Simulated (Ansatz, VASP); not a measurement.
# Two plane-wave programs on KCl

```
CELL_PARAMETERS angstrom
4.03116 0.00000 0.00000
0.00000 4.03116 0.00000
0.00000 0.00000 3.74322
ATOMIC_POSITIONS crystal
K 0.00000 0.00000 0.00000
Cl 0.50000 0.50000 0.50000
```

Change from the starting cell: strain +0.050 along x and y, -0.025 along z, atoms carried along.

Alike in both runs: task single point; functional PBEsol; k mesh 6 × 6 × 6; occupations gaussian, width 0.05 eV; no spin polarisation.

|  | VASP | Ansatz |
| --- | --- | --- |
| version | VASP 6.6.1 | Ansatz 0.2.0 |
| potentials or method | VASP PAW PBE potentials, release 64 (K_sv, Cl), cutoff 520 eV | scalar-relativistic, plane waves, PAW |
| valence electrons in the cell | 16 | 16 |

Ansatz gave:

```
gap on the k mesh at the Fermi level (eV)                     : 4.09
least direct gap on the mesh (eV)                             : 4.23
pressure (GPa)                                                : -2.3
traceless stress, the component that is largest in VASP (GPa) : 1.92
```

Task: Estimate VASP's values.

Result: gap on the k mesh at the Fermi level (eV): 4.08; least direct gap on the mesh (eV): 4.23; pressure (GPa): -2.3; traceless stress, the component that is largest in VASP (GPa): 1.91.

VASP's potentials were made for PBE, not for PBEsol.
